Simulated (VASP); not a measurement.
# Ru (Im-3m) in VASP: further runs, part 2 of 2

VASP 6.6.1.

## Step 4: Single point, PBE

This run uses another cell than the first one, of 15.00 Å³/atom, 1.111 times its volume.

INCAR

```
PREC     = Accurate       # precision mode
ENCUT    = 500            # plane-wave cutoff, eV
EDIFF    = 1E-6           # SCF threshold, eV
ISMEAR   = 0              # smearing method
SIGMA    = 0.05           # smearing width, eV
LREAL    = False          # projectors in reciprocal space
LASPH    = True           # aspherical terms in the spheres
NELM     = 120            # most SCF steps
ALGO     = Normal         # electronic algorithm
ISIF     = 2              # what is computed and relaxed
LWAVE    = False          # write WAVECAR
LCHARG   = True           # write CHGCAR
GGA      = PE             # functional
LELF     = True           # ELF
LVHAR    = True         
NBANDS   = 13             # bands
GGA_COMPAT= False
```

KPOINTS

```
regular mesh
0
Gamma
  10 10 10
```

POSCAR

```
Ru
1.0
   -1.5537761778      1.5537761778      1.5537761778
    1.5537761778     -1.5537761778      1.5537761778
    1.5537761778      1.5537761778     -1.5537761778
Ru
1
Direct
    0.0000000000      0.0000000000      0.0000000000
```

Potentials or basis: VASP PAW PBE potentials, release 64 (Ru_pv).

Command:

```console
> cat potpaw_PBE.64/Ru_pv/POTCAR > POTCAR
> mpirun -np 1 vasp_std > vasp.out
```

OUTCAR:

```text
PREC = Accurate
   ENCUT = 500
   EDIFF = 1E-6
   ISMEAR = 0
   LREAL = False
   LASPH = True
   NELM = 120
   ISIF = 2
   GGA = PE

 ion  position               nearest neighbor table
   1  0.000  0.000  0.000-

  LATTYP: Found a body centered cubic cell.
 ALAT       =     3.1075523556

  Lattice vectors:

 A1 = (  -1.5537761778,   1.5537761778,   1.5537761778)
 A2 = (   1.5537761778,  -1.5537761778,   1.5537761778)
 A3 = (   1.5537761778,   1.5537761778,  -1.5537761778)

Analysis of symmetry for initial positions (statically):
=====================================================================
 Subroutine PRICEL returns:
 Original cell was already a primitive cell.

 Routine SETGRP: Setting up the symmetry group for a
 body centered cubic supercell.

 Subroutine GETGRP returns: Found 48 space group operations
 (whereof 48 operations were pure point group operations)
 out of a pool of 48 trial point group operations.

The static configuration has the point symmetry O_h .

Analysis of symmetry for dynamics (positions and initial velocities):
=====================================================================
 Subroutine PRICEL returns:
 Original cell was already a primitive cell.

 Routine SETGRP: Setting up the symmetry group for a
 body centered cubic supercell.

 Subroutine GETGRP returns: Found 48 space group operations
 (whereof 48 operations were pure point group operations)
 out of a pool of 48 trial point group operations.

The dynamic configuration has the point symmetry O_h .

 Subroutine INISYM returns: Found 48 space group operations
 (whereof 48 operations are pure point group operations),
 and found     1 'primitive' translations

----------------------------------------------------------------------------------------

                                     Primitive cell

  volume of cell :      15.0046

[... 112 lines left out ...]
   LHFCALC =     F    Hartree Fock is set to
   AEXX    =    0.0000 exact exchange contribution
   IVDW    =     0    specifies the selected vdW correction
   LEPSILON=     F    determine dielectric tensor
   LRPA    =     F    only Hartree local field effects (RPA)
 non-spin polarized calculation
 Gauss-broadening in eV      SIGMA  =   0.05
  energy-cutoff  :      500.00
  volume of cell :       15.00
 maximum number of plane-waves:       394
   NGX =  9   NGY =  9   NGZ =  9

 number of electron      14.0000002 magnetization

 Free energy of the ion-electron system (eV)
  ---------------------------------------------------
  ext. energy  EPLUGINS =         0.00000000
  ---------------------------------------------------
  free energy    TOTEN  =        -8.57412829 eV

  energy without entropy =       -8.57118421  energy(sigma->0) =       -8.57265625

 E-fermi :  11.2207     XC(G=0): -13.4963

 val. band max:       11.2120343576   @ k =   0.3000   0.1000   0.1000
 cond. band min:      11.2261831157   @ k =   0.2000   0.2000   0.1000
 fundamental gap:      0.0141487581
 Fermi energy:        11.2206806521

 k-point     1 :       0.0000    0.0000    0.0000
  band No.  band energies     occupation
      1     -31.2879      2.00000
      2     -31.2879      2.00000
      3     -31.2879      2.00000
      4       3.7086      2.00000
      5       8.7200      2.00000
      6       8.7200      2.00000
      7       8.7200      2.00000
      8      11.1656      1.88087
      9      11.1656      1.88086
     10      21.8814      0.00000
     11      28.3127      0.00000
     12      28.3127      0.00000
     13      28.3127      0.00000
[... 354 lines left out ...]
  band No.  band energies     occupation
      1     -31.7911      2.00000
      2     -31.4855      2.00000
      3     -31.3473      2.00000
      4       6.1809      2.00000
      5       7.9803      2.00000
      6       8.8063      2.00000
      7      10.3629      2.00000
      8      11.3062      0.01553
      9      11.9848      0.00000
     10      21.8813      0.00000
     11      25.5149      0.00000
     12      27.1898      0.00000
     13      30.9189      0.00000

 [... further k-points ...]

------------------------ aborting loop because EDIFF is reached ----------------------------------------

  FORCE on cell =-STRESS in cart. coord.  units (eV):
  Direction    XX          YY          ZZ          XY          YZ          ZX
  --------------------------------------------------------------------------------------
  -------------------------------------------------------------------------------------
  Total       -1.2287267     -1.2287267     -1.2287267      0.0000000      0.0000000      0.0000000
  in kB     -131.2020178   -131.2020178   -131.2020178      0.0000000      0.0000000      0.0000000
  external PRESSURE =    -131.2020178 kB  Pullay stress =       0.0000000 kB

 VOLUME and BASIS-vectors are now :
 -----------------------------------------------------------------------------
  energy-cutoff  :      500.00
  volume of cell :       15.00
      direct lattice vectors                 reciprocal lattice vectors
    -1.553776178  1.553776178  1.553776178     0.000000000  0.321796670  0.321796670
     1.553776178 -1.553776178  1.553776178     0.321796670  0.000000000  0.321796670
     1.553776178  1.553776178 -1.553776178     0.321796670  0.321796670  0.000000000

 POSITION                                       TOTAL-FORCE (eV/Angst)
 -----------------------------------------------------------------------------------
      0.00000      0.00000      0.00000         0.000000     -0.000000      0.000000
 -----------------------------------------------------------------------------------
    total drift:                                0.000000     -0.000000      0.000000

  FREE ENERGIE OF THE ION-ELECTRON SYSTEM (eV)
  ---------------------------------------------------
  free  energy   TOTEN  =        -8.5741282897 eV

  energy  without entropy=       -8.5711842052  energy(sigma->0) =       -8.57265625
```

stdout:

```text
POSCAR found type information on POSCAR Ru
 POSCAR found :  1 types and       1 ions
 scaLAPACK will be used
 LDA part: xc-table for (Slater+PW92), standard interpolation
 POSCAR, INCAR and KPOINTS ok, starting setup
 FFT: planning ... GRIDC
 FFT: planning ... GRID_SOFT
 FFT: planning ... GRID
 WAVECAR not read
 entering main loop
```

Wall time 12 s (1 thread of Intel Xeon Platinum 8259CL at 2.50GHz (Skylake/Cascade Lake), shared host); peak memory 0.12 GiB.

Results:

```yaml
Free_energy: -8.5741 eV
Pressure: -13.1 GPa
Band_gap_on_the_k_mesh: zero (band 7 reaches 12.86 eV, above the bottom of band 8 at 9.95 eV)
```

Levels at points of the mesh, in eV from the Fermi level:
```tsv
k point	band 5	band 6	band 7	band 8	band 9	band 10
(0.00, 0.00, 0.00)	-2.50	-2.50	-2.50	-0.06	-0.06	10.66
(0.50, 0.00, 0.00)	-4.07	-0.09	0.34	1.17	2.17	9.38
(0.50, 0.50, 0.50)	-5.60	1.64	1.64	1.64	8.95	8.95
```

## Step 5: Summary

| cell | cutoff (eV) | gap on the mesh (eV) | pressure (GPa) |
| --- | --- | --- | --- |
| a = 2.598 Å, angles 109.5°, 1 atom | 520 | none | 16.6 |
| a = 2.644 Å, angles 109.5°, 1 atom | 500 | none | -0.1 |
| a = 2.691 Å, angles 109.5°, 1 atom | 500 | none | -13.1 |

Alike in all rows: task single point; level PBE; potentials or basis VASP PAW PBE potentials, release 64 (Ru_pv); no spin polarisation; k mesh 10 × 10 × 10; smearing gaussian 0.05 eV.

Absolute energies hang on the potentials; compare differences alone.
